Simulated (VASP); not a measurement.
Pb, 1 atom in the cell. Symmetry: Im-3m, No. 229, cubic system. The conventional cell has a = 3.929 Å, b = 3.929 Å, c = 3.929 Å, α = 90.00°, β = 90.00°, γ = 90.00°. Pb (site symmetry m-3m) has 14 Pb at 3.40 to 3.93 Å within 4.5 Å. 

- Program: VASP 6.6.1
- Task: relaxation of cell and atoms
- Functional: PBEsol
- Potentials or basis: VASP PAW PBE potentials, release 64 (Pb_d)
- Cutoff: 600 eV
- k mesh: 11 × 11 × 11
- Occupations: fermi-dirac, width 0.1 eV
- Spin: no spin polarisation
- Dipole correction: no
- Further INCAR settings: ALGO = Normal; EDIFF = 1e-06; IBRION = 2; EDIFFG = -0.01; NSW = 80; ISIF = 3

Potentials or basis: VASP PAW PBE potentials, release 64 (Pb_d).

The run is started by

```sh
$ cat potpaw_PBE.64/Pb_d/POTCAR > POTCAR
$ mpirun -np 1 vasp_std > vasp.out
```

Hardware: 1 thread of Intel(R) Xeon(R) Platinum 8259CL CPU @ 2.50GHz (Skylake/Cascade Lake), on a shared host.

Question: Estimate the wall time of this run.

Answer: Wall time 46 s on 1 thread of Intel(R) Xeon(R) Platinum 8259CL CPU @ 2.50GHz (Skylake/Cascade Lake), on a shared host, peak memory 0.17 GiB. Counts: scf iterations 23, k points 56, ion steps 3.
